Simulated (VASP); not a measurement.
# Ca3Y (P1) in VASP: notebook

The runs below take Ca3Y through single point, with LDA.

All numbers are computed with VASP 6.6.1; they aren't measurements. Logs are shortened: lines on timing, memory, paths and dates and some standing lists are left out, and cuts for length are marked.

**1. The cell of the first run**

The typed cell holds 4 atoms: a = 6.004 Å, b = 6.004 Å, c = 6.004 Å, α = 60.00°, β = 60.00°, γ = 60.00°.

**2. Single point, LDA**

Contents of INCAR:

```
PREC = Accurate
ENCUT = 520
EDIFF = 1E-7
ISMEAR = 1
SIGMA = 0.1
LREAL = F
LASPH = T
NELM = 80
ALGO = Normal
ISIF = 2
LWAVE = F
LCHARG = F
NBANDS = 28
```

Contents of KPOINTS:

```
regular mesh
0
Gamma
  4 4 4
```

Contents of POSCAR:

```
Ca3Y
1.0
    0.0000000000      4.2455650000      4.2455650000
    4.2455650000      0.0000000000      4.2455650000
    4.2455650000      4.2455650000      0.0000000000
Ca Y
3 1
Direct
    0.2392979663      0.2635705228      0.2620076365
    0.7352655593      0.7671198586      0.7316874710
    0.5095140589      0.4812823713      0.4939666701
   -0.0103556272      0.0105973609      0.0072841306
```

Potentials or basis: VASP PAW LDA potentials, release 64 (Ca_sv, Y_sv).

On the command line:

```sh
cat potpaw_LDA.64/Ca_sv/POTCAR potpaw_LDA.64/Y_sv/POTCAR > POTCAR
mpirun -np 1 vasp_std > vasp.out
```

OUTCAR:

```text
PREC = Accurate
   ENCUT = 520
   EDIFF = 1E-7
   ISMEAR = 1
   LREAL = F
   LASPH = T
   NELM = 80
   ISIF = 2

 ion  position               nearest neighbor table
   1  0.239  0.264  0.262-   4 3.65   4 3.66   4 3.68   4 3.71
   2  0.735  0.767  0.732-   4 3.55   4 3.66   4 3.71
   3  0.510  0.481  0.494-
   4  0.990  0.011  0.007-   2 3.55   1 3.65   2 3.66   1 3.66   1 3.68   2 3.71   1 3.71

  LATTYP: Found a face centered cubic cell.
 ALAT       =     8.4911300000

  Lattice vectors:

 A1 = (   0.0000000000,   4.2455650000,   4.2455650000)
 A2 = (   4.2455650000,   0.0000000000,   4.2455650000)
 A3 = (   4.2455650000,   4.2455650000,   0.0000000000)

Analysis of symmetry for initial positions (statically):
=====================================================================
 Subroutine PRICEL returns:
 Original cell was already a primitive cell.

 Routine SETGRP: Setting up the symmetry group for a
 face centered cubic supercell.

 Subroutine GETGRP returns: Found  1 space group operations
 (whereof  1 operations were pure point group operations)
 out of a pool of 48 trial point group operations.

The static configuration has the point symmetry C_1 .

Analysis of symmetry for dynamics (positions and initial velocities):
=====================================================================
 Subroutine PRICEL returns:
 Original cell was already a primitive cell.

 Routine SETGRP: Setting up the symmetry group for a
 face centered cubic supercell.

 Subroutine GETGRP returns: Found  1 space group operations
 (whereof  1 operations were pure point group operations)
 out of a pool of 48 trial point group operations.

The dynamic configuration has the point symmetry C_1 .

 Subroutine INISYM returns: Found  1 space group operations
 (whereof  1 operations are pure point group operations),
 and found     1 'primitive' translations

----------------------------------------------------------------------------------------

                                     Primitive cell

  volume of cell :     153.0511

  direct lattice vectors                    reciprocal lattice vectors
     0.000000000  4.245565000  4.245565000    -0.117769955  0.117769955  0.117769955
     4.245565000  0.000000000  4.245565000     0.117769955 -0.117769955  0.117769955
     4.245565000  4.245565000  0.000000000     0.117769955  0.117769955 -0.117769955

  length of vectors
     6.004135603  6.004135603  6.004135603     0.203983546  0.203983546  0.203983546

  position of ions in fractional coordinates (direct lattice)
     0.239297966  0.263570523  0.262007637
     0.735265559  0.767119859  0.731687471
     0.509514059  0.481282371  0.493966670
     0.989644373  0.010597361  0.007284131

  ion indices of the primitive-cell ions
   primitive index   ion index
                 1           1
                 2           2
                 3           3
                 4           4

----------------------------------------------------------------------------------------

 KPOINTS: regular mesh

Automatic generation of k-mesh.
 Grid dimensions read from file:
 generate k-points for:    4    4    4

 Generating k-lattice:

  Cartesian coordinates                     Fractional coordinates (reciprocal lattice)
    -0.029442489  0.029442489  0.029442489     0.250000000  0.000000000  0.000000000
     0.029442489 -0.029442489  0.029442489     0.000000000  0.250000000  0.000000000
     0.029442489  0.029442489 -0.029442489     0.000000000  0.000000000  0.250000000

  Length of vectors
     0.050995887  0.050995887  0.050995887

  Shift w.r.t. Gamma in fractional coordinates (k-lattice)
     0.000000000  0.000000000  0.000000000

 Subroutine IBZKPT returns following result:
 ===========================================

 Found     36 irreducible k-points:

 Following reciprocal coordinates:
            Coordinates               Weight
  0.000000  0.000000  0.000000      1.000000
  0.250000  0.000000  0.000000      2.000000
  0.000000  0.250000  0.000000      2.000000
  0.000000  0.000000  0.250000      2.000000
  0.250000  0.250000  0.250000      2.000000
  0.500000  0.000000  0.000000      1.000000
[... 16 lines left out ...]
  0.250000  0.500000  0.500000      2.000000
  0.500000  0.000000  0.250000      2.000000
 [... further k-points ...]
   k-points           NKPTS =     36   k-points in BZ     NKDIM =     36   number of bands    NBANDS=     28
   number of dos      NEDOS =    301   number of ions     NIONS =      4
   total plane-waves  NPLWV = 110592
   dimension x,y,z NGX =    48 NGY =   48 NGZ =   48
   dimension x,y,z NGXF=    96 NGYF=   96 NGZF=   96
   ions per type =               3   1
   NGX,Y,Z   is equivalent  to a cutoff of  13.29, 13.29, 13.29 a.u.
   NGXF,Y,Z  is equivalent  to a cutoff of  26.58, 26.58, 26.58 a.u.
 SYSTEM =  unknown system
   PREC   = accura    normal or accurate (medium, high low for compatibility)
   ISTART =      0    job   : 0-new  1-cont  2-samecut
   ICHARG =      2    charge: 1-file 2-atom 10-const
   ISPIN  =      1    spin polarized calculation?
   LNONCOLLINEAR =      F non collinear calculations
   LSORBIT =      F    spin-orbit coupling
   LASPH  =      T    aspherical Exc in radial PAW
   ENCUT  =  520.0 eV  38.22 Ry    6.18 a.u.  11.16 11.16 11.16*2*pi/ulx,y,z
   NELM   =     80;   NELMIN=  2; NELMDL= -5     # of ELM steps
   EDIFF  = 0.1E-06   stopping-criterion for ELM
   LREAL  =      F    real-space projection
   EDIFFG = 0.1E-05   stopping-criterion for IOM
   NSW    =      0    number of steps for IOM
   IBRION =     -1    ionic relax: 0-MD 1-quasi-New 2-CG
   NFREE  =      0    steps in history (QN), initial steepest desc. (CG)
   ISIF   =      2    stress and relaxation
   ISYM   =      2    0-nonsym 1-usesym 2-fastsym
   POTIM  = 0.5000    time-step for ionic-motion
   TEBEG  =    0.0;   TEEND  =   0.0 temperature during run
   PSTRESS=    0.0 pullay stress
   NELECT =      41.0000    total number of electrons
   NUPDOWN=      -1.0000    fix difference up-down
   EMIN   =  10.00;   EMAX   =-10.00  energy-range for DOS
   EFERMI =   0.00;   METHOD = LEGACY
   ISMEAR =     1;   SIGMA  =   0.10  broadening in eV -4-tet -1-fermi 0-gaus
   EFERMI_NEDOS =   21; number of points for ismear=-14 and -15
   IALGO  =     38    algorithm
   IMIX   =      4    mixing-type and parameters
     AMIX     =   0.40;   BMIX     =  1.00
     AMIX_MAG =   1.60;   BMIX_MAG =  1.00
  volume/ion in A,a.u.               =      38.26       258.21
  Fermi-wavevector in a.u.,A,eV,Ry     =   1.055336  1.994295 15.153263  1.113733
  Thomas-Fermi vector in A             =   2.190530
   LORBIT       =      0    0 simple, 1 ext, 2 COOP (PROOUT), +10 PAW based schemes
   GGA     = CA    functional components
   LHFCALC =     F    Hartree Fock is set to
   AEXX    =    0.0000 exact exchange contribution
   IVDW    =     0    specifies the selected vdW correction
   LEPSILON=     F    determine dielectric tensor
   LRPA    =     F    only Hartree local field effects (RPA)
 non-spin polarized calculation
 Methfessel and Paxton  Order N= 1 SIGMA  =   0.10
  energy-cutoff  :      520.00
  volume of cell :      153.05
 maximum number of plane-waves:      4156
 NGX is ok and might be reduce to    48
   NGX = 23   NGY = 23   NGZ = 23

 number of electron      41.0000002 magnetization

 Free energy of the ion-electron system (eV)
  ---------------------------------------------------
  ext. energy  EPLUGINS =         0.00000000
  ---------------------------------------------------
  free energy    TOTEN  =       -12.91117576 eV

  energy without entropy =      -12.89909476  energy(sigma->0) =      -12.90714876

 E-fermi :   2.1891     XC(G=0):  -8.4777

 val. band max:        2.1854461007   @ k =   0.2500   0.5000   0.5000
 cond. band min:       2.1921587128   @ k =   0.2500   0.5000   0.0000
 fundamental gap:      0.0067126120
 Fermi energy:         2.1890767590

 k-point     1 :       0.0000    0.0000    0.0000
  band No.  band energies     occupation
      1     -41.0546      2.00000
      2     -39.0734      2.00000
      3     -38.9335      2.00000
      4     -38.9283      2.00000
      5     -21.1456      2.00000
      6     -21.1378      2.00000
[... 20 lines left out ...]
     27       4.3671      0.00000
     28       4.4159      0.00000

 k-point     2 :       0.2500    0.0000    0.0000
  band No.  band energies     occupation
      1     -41.0546      2.00000
      2     -39.0727      2.00000
      3     -38.9338      2.00000
      4     -38.9288      2.00000
      5     -21.1466      2.00000
      6     -21.1388      2.00000
[... 20 lines left out ...]
     27       4.1092     -0.00000
     28       4.3427      0.00000

 k-point     3 :       0.0000    0.2500    0.0000
  band No.  band energies     occupation
      1     -41.0546      2.00000
      2     -39.0727      2.00000
      3     -38.9336      2.00000
      4     -38.9290      2.00000
      5     -21.1466      2.00000
      6     -21.1380      2.00000
[... 20 lines left out ...]
     27       4.1264     -0.00000
     28       4.3311      0.00000

 k-point     4 :       0.0000    0.0000    0.2500
  band No.  band energies     occupation
      1     -41.0546      2.00000
      2     -39.0728      2.00000
      3     -38.9336      2.00000
      4     -38.9289      2.00000
      5     -21.1467      2.00000
      6     -21.1391      2.00000
[... 20 lines left out ...]
     27       4.1475     -0.00000
     28       4.3843      0.00000

 k-point     5 :       0.2500    0.2500    0.2500
  band No.  band energies     occupation
      1     -41.0546      2.00000
      2     -39.0726      2.00000
      3     -38.9339      2.00000
      4     -38.9288      2.00000
      5     -21.1462      2.00000
      6     -21.1386      2.00000
[... 20 lines left out ...]
     27       4.0667     -0.00000
     28       4.3277      0.00000

 k-point     6 :       0.5000    0.0000    0.0000
  band No.  band energies     occupation
      1     -41.0545      2.00000
      2     -39.0720      2.00000
      3     -38.9340      2.00000
      4     -38.9294      2.00000
      5     -21.1475      2.00000
      6     -21.1397      2.00000
[... 463 lines left out ...]
      5     -21.1487      2.00000
      6     -21.1409      2.00000
[... 20 lines left out ...]
     27       3.8317     -0.00000
     28       3.9299     -0.00000

 k-point    22 :      -0.2500    0.2500   -0.2500
  band No.  band energies     occupation
      1     -41.0545      2.00000
      2     -39.0718      2.00000
      3     -38.9339      2.00000
      4     -38.9298      2.00000
      5     -21.1488      2.00000
      6     -21.1379      2.00000
[... 20 lines left out ...]
     27       3.8682     -0.00000
     28       3.8977     -0.00000

 k-point    23 :       0.2500    0.5000    0.5000
  band No.  band energies     occupation
      1     -41.0545      2.00000
      2     -39.0717      2.00000
      3     -38.9341      2.00000
      4     -38.9296      2.00000
      5     -21.1480      2.00000
      6     -21.1407      2.00000
[... 20 lines left out ...]
     27       3.8204     -0.00000
     28       3.8778     -0.00000

 k-point    24 :       0.5000    0.0000    0.2500
  band No.  band energies     occupation
      1     -41.0545      2.00000
      2     -39.0718      2.00000
      3     -38.9341      2.00000
      4     -38.9295      2.00000
      5     -21.1490      2.00000
      6     -21.1382      2.00000
[... 20 lines left out ...]
     27       3.8096     -0.00000
     28       3.8827     -0.00000

 [... further k-points ...]

------------------------ aborting loop because EDIFF is reached ----------------------------------------

  FORCE on cell =-STRESS in cart. coord.  units (eV):
  Direction    XX          YY          ZZ          XY          YZ          ZX
  --------------------------------------------------------------------------------------
  -------------------------------------------------------------------------------------
  Total       -2.0530234     -2.0884399     -2.0842928     -0.0061379      0.0168235      0.0726904
  in kB      -21.4915629    -21.8623115    -21.8188994     -0.0642528      0.1761122      0.7609411
  external PRESSURE =     -21.7242580 kB  Pullay stress =       0.0000000 kB

 VOLUME and BASIS-vectors are now :
 -----------------------------------------------------------------------------
  energy-cutoff  :      520.00
  volume of cell :      153.05
      direct lattice vectors                 reciprocal lattice vectors
     0.000000000  4.245565000  4.245565000    -0.117769955  0.117769955  0.117769955
     4.245565000  0.000000000  4.245565000     0.117769955 -0.117769955  0.117769955
     4.245565000  4.245565000  0.000000000     0.117769955  0.117769955 -0.117769955

 POSITION                                       TOTAL-FORCE (eV/Angst)
 -----------------------------------------------------------------------------------
      2.23138      2.12833      2.13496        -0.256008     -0.014815     -0.064922
      6.36328      6.22804      6.37847        -0.032797      0.309478     -0.100208
      4.14048      4.26034      4.20649         0.337544     -0.166307      0.125918
      0.07592      4.23252      4.24659        -0.048738     -0.128356      0.039213
 -----------------------------------------------------------------------------------
    total drift:                                0.000230      0.000013     -0.000150

  FREE ENERGIE OF THE ION-ELECTRON SYSTEM (eV)
  ---------------------------------------------------
  free  energy   TOTEN  =       -12.9111757577 eV

  energy  without entropy=      -12.8990947632  energy(sigma->0) =      -12.90714876
```

Run time: 4.8 min. Hardware: 1 thread of AMD EPYC 7R43 (Zen 3), shared host; peak memory 0.3 GiB.

Results:

```
Free energy   : -12.9112 eV
Pressure      : -2.2 GPa
Largest force : 0.397 eV/Å
```

Forces in eV/Å, atoms in the order of the input:
```
Ca  -0.256 -0.015 -0.065
Ca  -0.033  0.309 -0.100
Ca   0.338 -0.166  0.126
Y   -0.049 -0.128  0.039
```

**3. Single point, LDA**

Contents of INCAR:

```
ALGO = Normal
EDIFF = 1E-6
ENCUT = 520
ISIF = 2
ISMEAR = 1
LASPH = T
LCHARG = F
LREAL = F
LWAVE = F
NBANDS = 28
NELM = 60
PREC = Accurate
SIGMA = 0.1
```

Contents of KPOINTS:

```
k-points
0
Gamma
  4 4 4
```

Contents of POSCAR:

```
Ca3Y
1.0
    0.0000000000      4.2455650000      4.2455650000
    4.2455650000      0.0000000000      4.2455650000
    4.2455650000      4.2455650000      0.0000000000
Ca Y
3 1
Direct
    0.2395938884      0.2630565380      0.2616630719
    0.7356715073      0.7663776668      0.7323201450
    0.5088807118      0.4823375269      0.4940424777
   -0.0104241733      0.0107984164      0.0069202161
```

Potentials or basis: VASP PAW LDA potentials, release 64 (Ca_sv, Y_sv).

On the command line:

```sh
cat potpaw_LDA.64/Ca_sv/POTCAR potpaw_LDA.64/Y_sv/POTCAR > POTCAR
mpirun -np 1 vasp_std > vasp.out
```

OUTCAR:

```text
EDIFF = 1E-6
   ENCUT = 520
   ISIF = 2
   ISMEAR = 1
   LASPH = T
   LREAL = F
   NELM = 60
   PREC = Accurate

 ion  position               nearest neighbor table
   1  0.240  0.263  0.262-   4 3.65   4 3.67   4 3.68   4 3.71
   2  0.736  0.766  0.732-   4 3.56   4 3.66   4 3.71
   3  0.509  0.482  0.494-
   4  0.990  0.011  0.007-   2 3.56   1 3.65   2 3.66   1 3.67   1 3.68   2 3.71   1 3.71

  LATTYP: Found a face centered cubic cell.
 ALAT       =     8.4911300000

  Lattice vectors:

 A1 = (   0.0000000000,   4.2455650000,   4.2455650000)
 A2 = (   4.2455650000,   0.0000000000,   4.2455650000)
 A3 = (   4.2455650000,   4.2455650000,   0.0000000000)

Analysis of symmetry for initial positions (statically):
=====================================================================
 Subroutine PRICEL returns:
 Original cell was already a primitive cell.

 Routine SETGRP: Setting up the symmetry group for a
 face centered cubic supercell.

[... 167 lines left out ...]
  free energy    TOTEN  =       -12.91609801 eV

  energy without entropy =      -12.90384215  energy(sigma->0) =      -12.91201272

 E-fermi :   2.1894     XC(G=0):  -8.4780

 val. band max:        2.1860657360   @ k =   0.2500   0.5000   0.5000
 cond. band min:       2.1928867569   @ k =   0.2500   0.5000   0.0000
 fundamental gap:      0.0068210209
 Fermi energy:         2.1894031175

 k-point     1 :       0.0000    0.0000    0.0000
  band No.  band energies     occupation
      1     -41.0551      2.00000
      2     -39.0733      2.00000
      3     -38.9335      2.00000
      4     -38.9286      2.00000
      5     -21.1457      2.00000
      6     -21.1381      2.00000
[... 733 lines left out ...]
     27       3.8105     -0.00000
     28       3.8815     -0.00000

 [... further k-points ...]

------------------------ aborting loop because EDIFF is reached ----------------------------------------

  FORCE on cell =-STRESS in cart. coord.  units (eV):
  Direction    XX          YY          ZZ          XY          YZ          ZX
  --------------------------------------------------------------------------------------
  -------------------------------------------------------------------------------------
  Total       -2.0653286     -2.0989519     -2.0964750     -0.0035586      0.0185858      0.0690357
  in kB      -21.6203768    -21.9723538    -21.9464257     -0.0372519      0.1945611      0.7226826
  external PRESSURE =     -21.8463855 kB  Pullay stress =       0.0000000 kB

 VOLUME and BASIS-vectors are now :
 -----------------------------------------------------------------------------
  energy-cutoff  :      520.00
  volume of cell :      153.05
      direct lattice vectors                 reciprocal lattice vectors
     0.000000000  4.245565000  4.245565000    -0.117769955  0.117769955  0.117769955
     4.245565000  0.000000000  4.245565000     0.117769955 -0.117769955  0.117769955
     4.245565000  4.245565000  0.000000000     0.117769955  0.117769955 -0.117769955

 POSITION                                       TOTAL-FORCE (eV/Angst)
 -----------------------------------------------------------------------------------
      2.22773      2.12812      2.13404        -0.244081     -0.017916     -0.060795
      6.36282      6.23245      6.37705        -0.026468      0.294192     -0.091566
      4.14528      4.25798      4.20828         0.321924     -0.157287      0.117996
      0.07523      4.23069      4.24715        -0.051375     -0.118988      0.034365
 -----------------------------------------------------------------------------------
    total drift:                                0.000309     -0.000090     -0.000143

  FREE ENERGIE OF THE ION-ELECTRON SYSTEM (eV)
  ---------------------------------------------------
  free  energy   TOTEN  =       -12.9160980090 eV

  energy  without entropy=      -12.9038421508  energy(sigma->0) =      -12.91201272
```

Wall time 4.1 min (1 thread of AMD EPYC 7R43 (Zen 3), shared host); peak memory 0.3 GiB.

Results:

- Free energy: -12.9161 eV
- Pressure: -2.2 GPa
- Largest force: 0.377 eV/Å

Forces in eV/Å, atoms in the order of the input:
```
Ca  -0.244 -0.018 -0.061
Ca  -0.026  0.294 -0.092
Ca   0.322 -0.157  0.118
Y   -0.051 -0.119  0.034
```
